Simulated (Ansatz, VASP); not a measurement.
## One calculation of Co, two programs

File INCAR:

```
SYSTEM = Co
  ALGO = Normal
  EDIFF = 1E-6
  ENCUT = 520
  GGA = PE
  ISIF = 2
  ISMEAR = -1
  ISPIN = 2
  LASPH = .True.
  LCHARG = .False.
  LMAXMIX = 4
  LORBIT = 11
  LREAL = .False.
  LWAVE = .False.
  MAGMOM = 2 2
  NBANDS = 20
  NELM = 150
  PREC = Accurate
  SIGMA = 0.05
```

The input KPOINTS:

```
k-points
0
Gamma
  12 12 12
  0 0 0
```

File POSCAR:

```
Co
1.0
    2.8046400000      0.0000000000      0.0000000000
    0.0000000000      2.8046400000      0.0000000000
    0.0000000000      0.0000000000      2.8046400000
Co
2
Direct
    0.0000000000      0.0000000000      0.0000000000
    0.5000000000      0.5000000000      0.5000000000
```

Input for Ansatz:

```yaml
crystal:
  lattice:
    - [2.80464, 0.0, 0.0]
    - [0.0, 2.80464, 0.0]
    - [0.0, 0.0, 2.80464]
  atoms:
    - { symbol: Co, position: [0.0, 0.0, 0.0], spin: 2.0 }
    - { symbol: Co, position: [0.5, 0.5, 0.5], spin: 2.0 }
magnetization:
  spin_polarized: true
kpoints:
  mp_grid: { grid: [12, 12, 12] }
scf:
  occupations: { method: fermi_dirac, width: 0.05 }
  lower_state_search: "off"
hamiltonian:
  xc: pbe
  pseudopotentials: { kind: paw }
output:
  forces: true
  stress: true
  eigenvalues: true
  populations: true
```

Alike in both runs: task single point; functional PBE; k mesh 12 × 12 × 12; occupations fermi-dirac, width 0.05 eV; collinear spin.

```csv
,VASP,Ansatz
version,VASP 6.6.1,Ansatz 0.2.0
potentials or method,"VASP PAW PBE potentials, release 64 (Co)","PAW with Ansatz's default frozen-core files, scalar-relativistic"
plane-wave cutoff (eV),520,420
valence electrons in the cell,18,34
```

|  | VASP | Ansatz | Ansatz less VASP |
| --- | --- | --- | --- |
| pressure (GPa) | 0.6 | 1.4 | +0.76 |
| net moment per atom (μB) | 1.75 | 1.76 | +0.012 |
| size of the moment on the site where the two differ most (μB) | 1.77 | 1.83 | +0.057 |

Site moments also hang on the region over which each program counts them. VASP's potentials hold 18 valence electrons a cell and Ansatz's 34, so a difference there can come from the potentials and not from the codes.
